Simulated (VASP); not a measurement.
# C: single point with r2SCAN+D3(BJ)

C:

```xyz
4
Lattice="2.4555 0.0000 0.0000 -1.2277 2.1265 0.0000 0.0000 0.0000 6.7304" Properties=species:S:1:pos:R:3 pbc="T T T"
C     0.0000    0.0000    1.6826
C     0.0000    0.0000    5.0478
C     0.0000    1.4177    1.6826
C     1.2277    0.7088    5.0478
```

- Program: VASP 6.6.1
- Task: single point
- Functional: r2SCAN
- Dispersion: D3(BJ)
- Potentials or basis: VASP PAW PBE potentials, release 64 (C)
- Cutoff: 520 eV
- k mesh: 21 × 21 × 6
- Occupations: gaussian, width 0.1 eV
- Spin: no spin polarisation
- Dipole correction: no
- Further INCAR settings: ALGO = Normal; EDIFF = 1e-06; NBANDS = 16

```
Pressure                   : 0.7 GPa
Band gap on the k mesh     : zero (bands 8 and 9 overlap by 0.03 eV)
Dispersion energy per atom : -0.076 eV
```

Stress tensor (GPa, compression positive):
```
 1.07  0.00  0.00
 0.00  1.07  0.00
 0.00  0.00 -0.11
```

Levels at points of the mesh, in eV from the Fermi level:
| k point | band 5 | band 6 | band 7 | band 8 | band 9 | band 10 | band 11 | band 12 |
| --- | --- | --- | --- | --- | --- | --- | --- | --- |
| (0.00, 0.00, 0.00) | -3.19 | -3.19 | -3.18 | -3.18 | 4.42 | 8.73 | 8.73 | 8.79 |
| (0.00, 0.00, 0.50) | -3.19 | -3.19 | -3.19 | -3.19 | 7.18 | 7.18 | 8.76 | 8.76 |

It took 2.9 min on 1 thread of AMD EPYC 9R45 96-Core Processor (Zen 5) (shared host), peak memory 0.18 GiB.

Caveat: the PAW data sets were made with another functional, which shifts forces and pressure a little.
